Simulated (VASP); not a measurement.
Input of a VASP 6.6.1 run:

The input INCAR:

```
SYSTEM = ZrB2
  ALGO = Normal
  EDIFF = 1E-6
  ENCUT = 520
  GGA = PE
  ISIF = 2
  ISMEAR = -1
  LASPH = .True.
  LCHARG = .False.
  LREAL = .False.
  LWAVE = .False.
  NBANDS = 16
  NELM = 100
  PREC = Accurate
  SIGMA = 0.05
```

Contents of KPOINTS:

```
k-points
0
Gamma
  11 11 9
  0 0 0
```

POSCAR

```
ZrB2
1.0
    3.1675246616      0.0000000000      0.0000000000
   -1.5837623308      2.7431568240      0.0000000000
    0.0000000000      0.0000000000      3.5523880600
Zr B
1 2
Direct
    0.0000000000      0.0000000000      0.0000000000
    0.2133333333      0.6066666667      0.5000000000
    0.7866666667      0.3933333333      0.5000000000
```

Potentials or basis: VASP PAW PBE potentials, release 64 (Zr_sv, B).

Launch:

```bash
$ cat potpaw_PBE.64/Zr_sv/POTCAR potpaw_PBE.64/B/POTCAR > POTCAR
$ mpirun -np 1 vasp_std > vasp.out
```

Problem. Estimate the largest force.

Solution. 29.243 eV/Å.

Problem. What does it give for the pressure?

Solution. 56.1 GPa.

Problem. Predict the band gap on the k mesh.

Solution. Zero (band 9 reaches 10.42 eV, above the bottom of band 10 at 8.61 eV).

Stress tensor (GPa, compression positive):
```
119.24  59.18   0.00
 59.18  50.91   0.00
  0.00   0.00  -1.86
```

Caveat: the cell differs from its parent crystal (shortest bond scaled by 0.64); forces of over 1 eV/Å act on the atoms, so gaps and moduli don't describe the material at rest.
